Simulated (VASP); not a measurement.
Input of a VASP 6.6.1 run:

INCAR

```
SYSTEM = Nb
ALGO = Normal
EDIFF = 1E-6
ENCUT = 520
GGA = CA
ISIF = 2
ISMEAR = -1
LASPH = .True.
LCHARG = .False.
LREAL = .False.
LWAVE = .False.
NBANDS = 12
NELM = 80
PREC = Accurate
SIGMA = 0.05
```

File KPOINTS:

```
k-points
0
Gamma
  18 18 18
  0 0 0
```

The input POSCAR:

```
Nb
1.0
    0.0000000000      1.9529492731      1.9529492731
    1.9529492731      0.0000000000      1.9529492731
    1.9529492731      1.9529492731      0.0000000000
Nb
1
Direct
    0.0000000000      0.0000000000      0.0000000000
```

Potentials or basis: VASP PAW LDA potentials, release 64 (Nb_sv).

Launch:

```sh
$ cat potpaw_LDA.64/Nb_sv/POTCAR > POTCAR
$ mpirun -np 1 vasp_std > vasp.out
```

(1) Estimate the pressure.

## Answers

(1) 43.0 GPa.
